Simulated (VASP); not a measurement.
Set up this calculation in VASP 6.6.1, as the native input.

```
Task                   : single point
Functional             : PBE
Potentials or basis    : VASP PAW PBE potentials, release 64 (N, As, Ga_d)
Cutoff                 : 520 eV
k mesh                 : 9 × 9 × 4
Occupations            : fermi-dirac, width 0.02 eV
Spin                   : no spin polarisation
Dipole correction      : no
Further INCAR settings : ALGO = Normal; EDIFF = 1e-06; NBANDS = 36
```

The structure of Ga3AsN2 lies in POSCAR:

```
Ga3AsN2
1.0
    3.4676470206      0.0000000000      0.0000000000
   -1.7338235103      3.0030704112      0.0000000000
    0.0000000000      0.0000000000      8.7941638507
N As Ga
2 1 3
Direct
    0.0000000000      0.0000000000      0.0203313791
    0.3333333333      0.6666666667      0.3112960113
    0.6666666667      0.3333333333      0.6592585211
    0.3333333333      0.6666666667      0.0859687479
    0.6666666667      0.3333333333      0.3754390578
    0.0000000000      0.0000000000      0.7977062828
```

These files were run (other wordings do the same):

INCAR

```
SYSTEM = Ga3AsN2
PREC = Accurate
ENCUT = 520
EDIFF = 1E-6
ISMEAR = -1
SIGMA = 0.02
LREAL = .FALSE.
LASPH = .TRUE.
NELM = 80
ALGO = Normal
ISIF = 2
LWAVE = .FALSE.
LCHARG = .FALSE.
GGA = PE
NBANDS = 36
```

KPOINTS

```
regular mesh
0
G
  9 9 4
  0 0 0
```

Potentials or basis: VASP PAW PBE potentials, release 64 (N, As, Ga_d).

Command:

```bash
$ cat potpaw_PBE.64/N/POTCAR potpaw_PBE.64/As/POTCAR potpaw_PBE.64/Ga_d/POTCAR > POTCAR
$ mpirun -np 1 vasp_std > vasp.out
```

Results of the run:

```json
{"Pressure": "0.3 GPa", "Largest force": "0.100 eV/Å", "Band gap on the k mesh": "zero (bands 27 and 28 overlap by 0.30 eV)"}
```

Caveat: semilocal functionals underestimate gaps, so a narrow gap can read as zero.

Wall time 87 s on 1 thread of Intel(R) Xeon(R) 6975P-C (Granite Rapids), with other jobs on the host, peak memory 0.29 GiB.
